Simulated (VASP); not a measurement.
# Ge (Fd-3m) in VASP: further runs

Runs on Ge. Level: PBEsol. Tasks: electric field gradients.

All numbers are computed with VASP 6.6.1; they aren't measurements. Logs are shortened: lines on timing, memory, paths and dates and some standing lists are left out, and cuts for length are marked.

**1. The cell of the first run**

The structure is cubic, space group Fd-3m (No. 227). Conventional cell: a = 5.769 Å, b = 5.769 Å, c = 5.769 Å, α = 90.00°, β = 90.00°, γ = 90.00°. Ge (site symmetry -43m) has 4 Ge at 2.50 Å within 3.3 Å.

**2. Electric field gradients, PBEsol (23.99 Å³/atom)**

Input file INCAR:

```
SYSTEM = Ge
PREC = Accurate
ENCUT = 520
EDIFF = 1E-8
ISMEAR = -1
SIGMA = 0.05
LREAL = .False.
LASPH = .True.
NELM = 60
ALGO = Normal
ISIF = 2
LWAVE = .False.
LCHARG = .False.
GGA = PS
LEFG = .True.
NBANDS = 21
```

Input file KPOINTS:

```
Automatic mesh
0
Gamma
  11 11 11
  0 0 0
```

Input file POSCAR:

```
Ge
1.0
    0.0000000000      2.8842501637      2.8842501637
    2.8842501637      0.0000000000      2.8842501637
    2.8842501637      2.8842501637      0.0000000000
Ge
2
Direct
    0.5000000000      0.5000000000      0.5000000000
    0.7500000000      0.7500000000      0.7500000000
```

Potentials or basis: VASP PAW PBE potentials, release 64 (Ge_d).

Run with:

```sh
cat potpaw_PBE.64/Ge_d/POTCAR > POTCAR
mpirun -np 1 vasp_std > vasp.out
```

OUTCAR:

```text
SYSTEM = Ge
   PREC = Accurate
   ENCUT = 520
   EDIFF = 1E-8
   ISMEAR = -1
   LREAL = .False.
   LASPH = .True.
   NELM = 60
   ISIF = 2
   GGA = PS

 ion  position               nearest neighbor table
   1  0.500  0.500  0.500-   2 2.50   2 2.50   2 2.50   2 2.50
   2  0.750  0.750  0.750-   1 2.50   1 2.50   1 2.50   1 2.50

  LATTYP: Found a face centered cubic cell.
 ALAT       =     5.7685003274

  Lattice vectors:

 A1 = (   0.0000000000,   2.8842501637,   2.8842501637)
 A2 = (   2.8842501637,   0.0000000000,   2.8842501637)
 A3 = (   2.8842501637,   2.8842501637,   0.0000000000)

Analysis of symmetry for initial positions (statically):
=====================================================================
 Subroutine PRICEL returns:
 Original cell was already a primitive cell.

 Routine SETGRP: Setting up the symmetry group for a
 face centered cubic supercell.

 Subroutine GETGRP returns: Found 48 space group operations
 (whereof 24 operations were pure point group operations)
 out of a pool of 48 trial point group operations.

The static configuration has the point symmetry T_d .
 The point group associated with its full space group is O_h .

Analysis of symmetry for dynamics (positions and initial velocities):
=====================================================================
 Subroutine PRICEL returns:
 Original cell was already a primitive cell.

 Routine SETGRP: Setting up the symmetry group for a
 face centered cubic supercell.

 Subroutine GETGRP returns: Found 48 space group operations
 (whereof 24 operations were pure point group operations)
 out of a pool of 48 trial point group operations.

The dynamic configuration has the point symmetry T_d .
 The point group associated with its full space group is O_h .

 Subroutine INISYM returns: Found 48 space group operations
 (whereof 24 operations are pure point group operations),
 and found     1 'primitive' translations

----------------------------------------------------------------------------------------

                                     Primitive cell

  volume of cell :      47.9876

  direct lattice vectors                    reciprocal lattice vectors
[... 119 lines left out ...]
  energy-cutoff  :      520.00
  volume of cell :       47.99
 maximum number of plane-waves:      1313
   NGX = 15   NGY = 15   NGZ = 15

 number of electron      27.9999976 magnetization

 Free energy of the ion-electron system (eV)
  ---------------------------------------------------
  ext. energy  EPLUGINS =         0.00000000
  ---------------------------------------------------
  free energy    TOTEN  =        -9.85106576 eV

  energy without entropy =       -9.84988428  energy(sigma->0) =       -9.85047502

 E-fermi :   4.2566     XC(G=0):  -9.8564

 val. band max:        4.1318034915   @ k =   0.0909   0.0000   0.0000
 cond. band min:       4.2820538979   @ k =   0.4545   0.0000   0.0000
 fundamental gap:      0.1502504064
 Fermi energy:         4.2565726261

 k-point     1 :       0.0000    0.0000    0.0000
  band No.  band energies     occupation
      1     -20.3778      2.00000
      2     -20.3778      2.00000
      3     -20.3778      2.00000
      4     -20.3455      2.00000
      5     -20.3455      2.00000
      6     -20.1630      2.00000
[... 565 lines left out ...]
     20      13.5346      0.00000
     21      13.7482      0.00000

 [... further k-points ...]

------------------------ aborting loop because EDIFF is reached ----------------------------------------

  FORCE on cell =-STRESS in cart. coord.  units (eV):
  Direction    XX          YY          ZZ          XY          YZ          ZX
  --------------------------------------------------------------------------------------
  -------------------------------------------------------------------------------------
  Total       -0.8889406     -0.8889406     -0.8889406      0.0000000      0.0000000     -0.0000000
  in kB      -29.6793627    -29.6793627    -29.6793627      0.0000000      0.0000000     -0.0000000
  external PRESSURE =     -29.6793627 kB  Pullay stress =       0.0000000 kB

 VOLUME and BASIS-vectors are now :
 -----------------------------------------------------------------------------
  energy-cutoff  :      520.00
  volume of cell :       47.99
      direct lattice vectors                 reciprocal lattice vectors
     0.000000000  2.884250164  2.884250164    -0.173355282  0.173355282  0.173355282
     2.884250164  0.000000000  2.884250164     0.173355282 -0.173355282  0.173355282
     2.884250164  2.884250164  0.000000000     0.173355282  0.173355282 -0.173355282

 POSITION                                       TOTAL-FORCE (eV/Angst)
 -----------------------------------------------------------------------------------
      2.88425      2.88425      2.88425         0.000000      0.000000     -0.000000
      4.32638      4.32638      4.32638        -0.000000     -0.000000      0.000000
 -----------------------------------------------------------------------------------
    total drift:                                0.000000     -0.000000      0.000000

  FREE ENERGIE OF THE ION-ELECTRON SYSTEM (eV)
  ---------------------------------------------------
  free  energy   TOTEN  =        -9.8510657647 eV

  energy  without entropy=       -9.8498842780  energy(sigma->0) =       -9.85047502

 Electric field gradients (V/A^2)
---------------------------------------------------------------------
 ion       V_xx      V_yy      V_zz      V_xy      V_xz      V_yz
---------------------------------------------------------------------
   1       0.000    -0.000    -0.000     0.005     0.005     0.005
   2       0.000    -0.000    -0.000     0.005     0.005     0.005
---------------------------------------------------------------------

 Electric field gradients after diagonalization (V/A^2)
 (convention: |V_zz| > |V_xx| > |V_yy|)
----------------------------------------------------------------------
 ion       V_xx      V_yy      V_zz     asymmetry (V_yy - V_xx)/ V_zz
----------------------------------------------------------------------
   1      -0.005    -0.005     0.009       0.000
   2      -0.005    -0.005     0.009       0.000
----------------------------------------------------------------------

           NMR quadrupolar parameters

 Cq : quadrupolar parameter    Cq=e*Q*V_zz/h
 eta: asymmetry parameters     (V_yy - V_xx)/ V_zz
 Q  : nuclear electric quadrupole moment in mb (millibarn)
----------------------------------------------------------------------
 ion       Cq(MHz)       eta       Q (mb)
----------------------------------------------------------------------
   1       0.000       0.000       1.000
   2       0.000       0.000       1.000
----------------------------------------------------------------------
```

OSZICAR:

```text
N       E                     dE             d eps       ncg     rms          rms(c)
DAV:   1     0.194252520881E+03    0.19425E+03   -0.14698E+04  2646   0.357E+03
DAV:   2     0.186799758230E+02   -0.17557E+03   -0.16977E+03  2352   0.625E+02
DAV:   3    -0.901764100197E+01   -0.27698E+02   -0.27521E+02  2657   0.145E+02
DAV:   4    -0.996333530373E+01   -0.94569E+00   -0.94495E+00  2677   0.313E+01
DAV:   5    -0.997907228283E+01   -0.15737E-01   -0.15737E-01  2627   0.454E+00    0.301E+00
DAV:   6    -0.989203340409E+01    0.87039E-01   -0.32608E-02  3197   0.229E+00    0.171E+00
DAV:   7    -0.985005916557E+01    0.41974E-01   -0.50635E-02  2638   0.236E+00    0.151E-01
DAV:   8    -0.985092547207E+01   -0.86631E-03   -0.60868E-03  2650   0.110E+00    0.495E-02
DAV:   9    -0.985104666918E+01   -0.12120E-03   -0.23232E-04  2680   0.212E-01    0.114E-02
DAV:  10    -0.985106513957E+01   -0.18470E-04   -0.23753E-05  2847   0.380E-02    0.540E-03
DAV:  11    -0.985106618928E+01   -0.10497E-05   -0.54436E-06  3185   0.369E-02    0.155E-03
DAV:  12    -0.985106580943E+01    0.37985E-06   -0.93685E-07  3190   0.185E-02    0.293E-04
DAV:  13    -0.985106577986E+01    0.29569E-07   -0.20609E-08  2284   0.137E-03    0.122E-04
DAV:  14    -0.985106576236E+01    0.17503E-07   -0.34674E-09  1576   0.105E-03    0.285E-05
DAV:  15    -0.985106576470E+01   -0.23474E-08   -0.64851E-10  1361   0.359E-04
   1 F= -.98510658E+01 E0= -.98504750E+01  d E =-.118149E-02
```

It took 52 s on 1 thread of Intel Xeon Platinum 8259CL at 2.50GHz (Skylake/Cascade Lake), shared host; peak memory 0.19 GiB.

What came out:

```yaml
Free_energy: -9.8511 eV
Pressure: -3.0 GPa
Band_gap_on_the_k_mesh: zero (bands 14 and 15 overlap by 0.03 eV)
Largest_electric_field_gradient_by_atom: zero within the noise of the run
```

Levels at points of the mesh, in eV from the Fermi level:
| k point | band 10 | band 11 | band 12 | band 13 | band 14 | band 15 | band 16 | band 17 | band 18 | band 19 |
| --- | --- | --- | --- | --- | --- | --- | --- | --- | --- | --- |
| (0.00, 0.00, 0.00) | -24.41 | -12.31 | -0.47 | 0.06 | 0.06 | 0.06 | 2.56 | 2.56 | 2.56 | 6.14 |

Caveat: semilocal functionals underestimate gaps, so a narrow gap can read as zero; the PAW data sets were made with another functional, which shifts forces and pressure a little.

**3. Electric field gradients, PBEsol (23.99 Å³/atom)**

Input file INCAR:

```
ALGO = Normal ; EDIFF = 1E-8
ENCUT = 520 ; GGA = PS
ISIF = 2 ; ISMEAR = -1
LASPH = T ; LCHARG = F
LEFG = T ; LREAL = F
LWAVE = F ; NBANDS = 21
NELM = 60 ; PREC = Accurate
SIGMA = 0.05
```

Input file KPOINTS:

```
k-points
0
Gamma
  11 11 11
```

POSCAR is that of step 2.

Potentials or basis: VASP PAW PBE potentials, release 64 (Ge_d).

Run with:

```sh
cat potpaw_PBE.64/Ge_d/POTCAR > POTCAR
mpirun -np 1 vasp_std > vasp.out
```

OUTCAR:

```text
EDIFF = 1E-8
   ENCUT = 520
   GGA = PS
   ISIF = 2
   ISMEAR = -1
   LASPH = T
   LREAL = F
   NELM = 60
   PREC = Accurate

 ion  position               nearest neighbor table
   1  0.500  0.500  0.500-   2 2.50   2 2.50   2 2.50   2 2.50
   2  0.750  0.750  0.750-   1 2.50   1 2.50   1 2.50   1 2.50

  LATTYP: Found a face centered cubic cell.
 ALAT       =     5.7685003274

  Lattice vectors:

 A1 = (   0.0000000000,   2.8842501637,   2.8842501637)
 A2 = (   2.8842501637,   0.0000000000,   2.8842501637)
 A3 = (   2.8842501637,   2.8842501637,   0.0000000000)

[... 788 lines left out ...]
  free  energy   TOTEN  =        -9.8510657647 eV

  energy  without entropy=       -9.8498842780  energy(sigma->0) =       -9.85047502

 Electric field gradients (V/A^2)
---------------------------------------------------------------------
 ion       V_xx      V_yy      V_zz      V_xy      V_xz      V_yz
---------------------------------------------------------------------
   1       0.000    -0.000    -0.000     0.005     0.005     0.005
   2       0.000    -0.000    -0.000     0.005     0.005     0.005
---------------------------------------------------------------------

 Electric field gradients after diagonalization (V/A^2)
 (convention: |V_zz| > |V_xx| > |V_yy|)
----------------------------------------------------------------------
 ion       V_xx      V_yy      V_zz     asymmetry (V_yy - V_xx)/ V_zz
----------------------------------------------------------------------
   1      -0.005    -0.005     0.009       0.000
   2      -0.005    -0.005     0.009       0.000
----------------------------------------------------------------------

           NMR quadrupolar parameters

 Cq : quadrupolar parameter    Cq=e*Q*V_zz/h
 eta: asymmetry parameters     (V_yy - V_xx)/ V_zz
 Q  : nuclear electric quadrupole moment in mb (millibarn)
----------------------------------------------------------------------
 ion       Cq(MHz)       eta       Q (mb)
----------------------------------------------------------------------
   1       0.000       0.000       1.000
   2       0.000       0.000       1.000
----------------------------------------------------------------------
```

Run time: 53 s. Hardware: 1 thread of Intel Xeon Platinum 8259CL at 2.50GHz (Skylake/Cascade Lake), shared host; peak memory 0.19 GiB.

Results:

```yaml
Free_energy: -9.8511 eV
Pressure: -3.0 GPa
Band_gap_on_the_k_mesh: zero (bands 14 and 15 overlap by 0.03 eV)
Largest_electric_field_gradient_by_atom: zero within the noise of the run
```

Levels at points of the mesh, in eV from the Fermi level:
```tsv
k point	band 10	band 11	band 12	band 13	band 14	band 15	band 16	band 17	band 18	band 19
(0.00, 0.00, 0.00)	-24.41	-12.31	-0.47	0.06	0.06	0.06	2.56	2.56	2.56	6.14
```

Caveat: semilocal functionals underestimate gaps, so a narrow gap can read as zero; the PAW data sets were made with another functional, which shifts forces and pressure a little.
